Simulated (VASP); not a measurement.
Here is a VASP 6.6.1 calculation.

The input INCAR:

```
PREC = Accurate ; ENCUT = 560
EDIFF = 1E-6 ; ISMEAR = 0
SIGMA = 0.05 ; LREAL = False
LASPH = True ; NELM = 120
ALGO = Normal ; ISIF = 2
LWAVE = False ; LCHARG = True
LELF = True ; LVHAR = True
NBANDS = 14 ; GGA_COMPAT = False
```

Contents of KPOINTS:

```
Automatic mesh
0
Gamma
  10 10 10
```

POSCAR

```
Re
1.0
    0.0000000000      1.8730645913      1.8730645913
    1.8730645913      0.0000000000      1.8730645913
    1.8730645913      1.8730645913      0.0000000000
Re
1
Direct
    0.0000000000      0.0000000000      0.0000000000
```

Potentials or basis: VASP PAW LDA potentials, release 64 (Re_sv_GW).

Run with:

```console
$ cat potpaw_LDA.64/Re_sv_GW/POTCAR > POTCAR
$ mpirun -np 1 vasp_std > vasp.out
```

What does it give for the pressure?

45.5 GPa.

What does it give for the band gap on the k mesh?

Zero (an odd number of electrons rules out a gap without spin polarisation).

Caveat: the cell stands under pressure; spin-orbit coupling is left out, which moves the levels of the heavy elements.
